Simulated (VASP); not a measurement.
**ScF3: single point with LDA**

ScF3:

```
Sc F
1.0
     4.33345    0.00000    0.00000
     0.00000    4.33345    0.00000
     0.00000    0.00000    4.33345
Sc F
1 3
Direct
  0.00000 0.00000 0.00000
  0.50000 0.00000 0.00000
  0.00000 0.50000 0.00000
  0.00000 0.00000 0.50000
```

This cell differs from its parent crystal: strain +0.080 along x and y, +0.080 along z.

| Item | Value |
| --- | --- |
| Program | VASP 6.6.1 |
| Task | single point |
| Functional | LDA |
| Potentials or basis | VASP PAW LDA potentials, release 64 (Sc_sv, F) |
| Cutoff | 520 eV |
| k mesh | 6 × 6 × 6 |
| Occupations | gaussian, width 0.05 eV |
| Spin | no spin polarisation |
| Dipole correction | no |
| Further INCAR settings | ALGO = Normal; EDIFF = 1e-06; NBANDS = 24 |

```json
{
 "Pressure": "-15.4 GPa",
 "Band gap on the k mesh": "4.98 eV, indirect (least direct gap 5.38 eV)"
}
```

Levels at points of the mesh, in eV from the valence-band top:
```
           k point  band 14  band 15  band 16  band 17  band 18  band 19
(0.00, 0.00, 0.00)    -0.40    -0.40    -0.40     4.98     4.98     4.98
(0.50, 0.00, 0.00)    -0.48    -0.42    -0.42     5.00     5.55     5.55
(0.50, 0.50, 0.00)    -0.67    -0.67     0.00     5.57     5.57     6.00
(0.50, 0.50, 0.50)     0.00     0.00     0.00     6.01     6.01     6.01
```

Wall time 25 s on 1 thread of Intel(R) Xeon(R) Platinum 8259CL CPU @ 2.50GHz (Skylake/Cascade Lake), on a shared host, peak memory 0.17 GiB.

Caveat: the cell differs from its parent crystal (strain +0.080 along x and y, +0.080 along z). A k mesh can miss the band edges.
